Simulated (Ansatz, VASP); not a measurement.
# ReP4Ru in VASP and in Ansatz

INCAR

```
SYSTEM = ReP4Ru
PREC = Accurate
ENCUT = 520
EDIFF = 1E-7
ISMEAR = 0
SIGMA = 0.1
LREAL = .FALSE.
LASPH = .TRUE.
NELM = 80
ALGO = Normal
ISIF = 2
LWAVE = .FALSE.
LCHARG = .FALSE.
GGA = PE
NBANDS = 30
```

Contents of KPOINTS:

```
regular mesh
0
G
  4 4 4
  0 0 0
```

The input POSCAR:

```
ReP4Ru
1.0
    0.0000000000      3.7009451900      3.7009451900
    3.7009451900      0.0000000000      3.7009451900
    3.7009451900      3.7009451900      0.0000000000
Re P Ru
1 4 1
Direct
    0.0000000000      0.0000000000      0.0000000000
    0.8766860400      0.3744379900      0.3744379900
    0.3744379900      0.3744379900      0.3744379900
    0.3744379900      0.8766860400      0.3744379900
    0.3744379900      0.3744379900      0.8766860400
    0.7500000000      0.7500000000      0.7500000000
```

Input for Ansatz:

```yaml
crystal:
  lattice:
    - [0.0, 3.70094519, 3.70094519]
    - [3.70094519, 0.0, 3.70094519]
    - [3.70094519, 3.70094519, 0.0]
  atoms:
    - { symbol: Re, position: [0.0, 0.0, 0.0] }
    - { symbol: P, position: [0.87668604, 0.37443799, 0.37443799] }
    - { symbol: P, position: [0.37443799, 0.37443799, 0.37443799] }
    - { symbol: P, position: [0.37443799, 0.87668604, 0.37443799] }
    - { symbol: P, position: [0.37443799, 0.37443799, 0.87668604] }
    - { symbol: Ru, position: [0.75, 0.75, 0.75] }
basis:
  ecutwfc: 420
kpoints:
  mp_grid: { grid: [4, 4, 4] }
hamiltonian:
  xc: pbe
scf:
  occupations: { method: gaussian, width: 0.1 }
  lower_state_search: "off"
output:
  forces: true
  stress: true
  eigenvalues: true
```

Change from the starting cell: species swapped into the ScCu4Sn type (F-43m, No. 216).

Alike in both runs: task single point; functional PBE; k mesh 4 × 4 × 4; occupations gaussian, width 0.1 eV; no spin polarisation.

|  | VASP | Ansatz |
| --- | --- | --- |
| version | VASP 6.6.1 | Ansatz 0.2.0 |
| potentials or method | VASP PAW PBE potentials, release 64 (Re, P, Ru_pv), cutoff 520 eV | scalar-relativistic, plane waves, PAW |
| valence electrons in the cell | 41 | 51 |

```tsv
	VASP	Ansatz	Ansatz less VASP
gap on the k mesh at the Fermi level (eV)	none	none	-
pressure (GPa)	-20.1	-20.0	+0.09
rms of the force components (eV/Å)	0.011	0.010	-0.0016
```

Atom by atom the forces differ by 0.002 eV/Å (rms over components). A gap of «none» marks a metal or a gap that the smearing closes. With one functional, cell and mesh, what is left measures potentials, basis and numerics. VASP's potentials hold 41 valence electrons a cell and Ansatz's 51, so a difference there can come from the potentials and not from the codes.

The k mesh is coarse, so the values compare programs but aren't converged. Spin-orbit coupling is off throughout.
